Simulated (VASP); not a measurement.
TaN, 2 atoms in the cell. It takes space group Fm-3m (No. 225, cubic). The conventional cell has a = 4.358 Å, b = 4.358 Å, c = 4.358 Å, α = 90.00°, β = 90.00°, γ = 90.00°. Within 2.9 Å of Ta (site symmetry m-3m) lie 6 N at 2.18 Å. N (site symmetry m-3m) has 6 Ta at 2.18 Å within 2.9 Å. 

```yaml
Program: VASP 6.6.1
Task: single point
Functional: PBE
Potentials_or_basis: VASP PAW PBE potentials, release 64 (Ta_pv, N)
Cutoff: 520 eV
k_mesh: 5 × 5 × 5
Occupations: methfessel-paxton, width 0.1 eV
Spin: no spin polarisation
Dipole_correction: no
Further_INCAR_settings: ALGO = Normal; EDIFF = 1e-07; NBANDS = 15
```

Potentials or basis: VASP PAW PBE potentials, release 64 (Ta_pv, N).

Run with:

```bash
$ cat potpaw_PBE.64/Ta_pv/POTCAR potpaw_PBE.64/N/POTCAR > POTCAR
$ mpirun -np 1 vasp_std > vasp.out
```

Hardware: 1 thread of Intel Xeon 8259CL (shared host).

Q: How long does it take, and how much memory?

A: Run time: 7.5 s on 1 thread of Intel Xeon 8259CL (shared host), peak memory 0.14 GiB. Counts: scf iterations 14, k points 10.
